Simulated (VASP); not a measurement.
Hf3O2, 5 atoms in the cell. Symmetry: R-3m, No. 166, trigonal system. The conventional cell has a = 3.168 Å, b = 3.168 Å, c = 24.474 Å, α = 90.00°, β = 90.00°, γ = 120.00°. Within 3.2 Å of Hf (site symmetry -3m) lie 6 O at 2.35 Å and 6 Hf at 3.17 Å. Hf (site symmetry 3m) has 3 O at 2.29 Å and 9 Hf at 3.04 to 3.17 Å within 3.2 Å. Within 3.0 Å of O (site symmetry 3m) lie 6 Hf at 2.29 to 2.35 Å. 

| Quantity | Value |
| --- | --- |
| Program | VASP 6.6.1 |
| Task | single point |
| Functional | PBE |
| Potentials or basis | VASP PAW PBE potentials, release 64 (Hf_pv, O) |
| Cutoff | 520 eV |
| k mesh | 12 × 12 × 12 |
| Occupations | gaussian, width 0.1 eV |
| Spin | no spin polarisation |
| Dipole correction | no |
| Further INCAR settings | ALGO = Normal; EDIFF = 1e-06; NBANDS = 29 |

Potentials or basis: VASP PAW PBE potentials, release 64 (Hf_pv, O).

The run is started by

```sh
$ cat potpaw_PBE.64/Hf_pv/POTCAR potpaw_PBE.64/O/POTCAR > POTCAR
$ mpirun -np 1 vasp_std > vasp.out
```

Hardware: 1 thread of Intel(R) Xeon(R) Platinum 8259CL CPU @ 2.50GHz (Skylake/Cascade Lake) (shared host).

Task: Estimate the wall time of this run.

Result: Wall time 48 min on 1 thread of Intel(R) Xeon(R) Platinum 8259CL CPU @ 2.50GHz (Skylake/Cascade Lake), with other jobs on the host, peak memory 0.76 GiB. Counts: scf iterations 14, k points 189.
